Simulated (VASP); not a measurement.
**BaAs: single point with r2SCAN**

Crystal: BaAs.

```
Ba As
1.0
     4.02459    0.00000    0.00000
     0.00000    4.02459    0.00000
     0.00000    0.00000    4.02459
Ba As
1 1
Direct
  0.00000 0.00000 0.00000
  0.50000 0.50000 0.50000
```

| Property | Result |
| --- | --- |
| Program | VASP 6.6.1 |
| Task | single point |
| Functional | r2SCAN |
| Potentials or basis | VASP PAW PBE potentials, release 64 (Ba_sv, As) |
| Cutoff | 520 eV |
| k mesh | 6 × 6 × 6 |
| Occupations | methfessel-paxton, width 0.05 eV |
| Spin | non-collinear spin, zero start, spin-orbit coupling |
| Starting moments | [[0.0, 0.0, 0.0], [0.0, 0.0, 0.0]] μB |

```
Pressure                                              : 0.2 GPa
Net moment                                            : 0.00 μB per cell
Valence electrons inside the program's atomic spheres : Ba 7.92; As 2.75
```

Moments on the atoms (μB; x, y, z):
```
Ba  0.00 0.00 0.00
As  0.00 0.00 0.00
```

Wall time 2.5 min on 1 thread of Intel(R) Xeon(R) 6975P-C (Granite Rapids) (shared host), peak memory 0.35 GiB.

Caveat: the PAW data sets were made with another functional, which shifts forces and pressure a little.
